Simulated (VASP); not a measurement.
Set up this calculation in VASP 6.6.1, as the native input.

- Task: single point
- Functional: PBE
- Potentials or basis: VASP PAW PBE potentials, release 64 (Fe)
- Cutoff: 520 eV
- k mesh: 22 × 22 × 22
- Occupations: gaussian, width 0.05 eV
- Spin: no spin polarisation
- Dipole correction: no
- Further INCAR settings: ALGO = Fast; EDIFF = 1e-07; NBANDS = 10

The structure of Fe lies in POSCAR:

```
Fe
1.0
   -1.3603197998      1.3603197998      1.3603197998
    1.3603197998     -1.3603197998      1.3603197998
    1.3603197998      1.3603197998     -1.3603197998
Fe
1
Direct
    0.0000000000      0.0000000000      0.0000000000
```

This cell differs from its parent crystal: volume scaled by 0.960.

These files were run (other wordings do the same):

INCAR

```
  PREC = Accurate
  ENCUT = 520
  EDIFF = 1E-7
  ISMEAR = 0
  SIGMA = 0.05
  LREAL = False
  LASPH = True
  NELM = 100
  ALGO = Fast
  ISIF = 2
  LWAVE = False
  LCHARG = True
  GGA = PE
  LELF = True
  LVHAR = True
  NBANDS = 10
```

KPOINTS

```
Automatic mesh
0
Gamma
  22 22 22
```

Potentials or basis: VASP PAW PBE potentials, release 64 (Fe).

Launch:

```bash
$ cat potpaw_PBE.64/Fe/POTCAR > POTCAR
$ mpirun -np 1 vasp_std > vasp.out
```

It gave:

* Pressure: 11.4 GPa
* Band gap on the k mesh: zero (band 4 reaches 8.30 eV, above the bottom of band 5 at 6.06 eV)

Caveat: the run has no spin polarisation, though such a crystal can be magnetic.

It took 30 s on 1 thread of AMD EPYC 7R13 Processor (Zen 3) (shared host), peak memory 0.11 GiB.
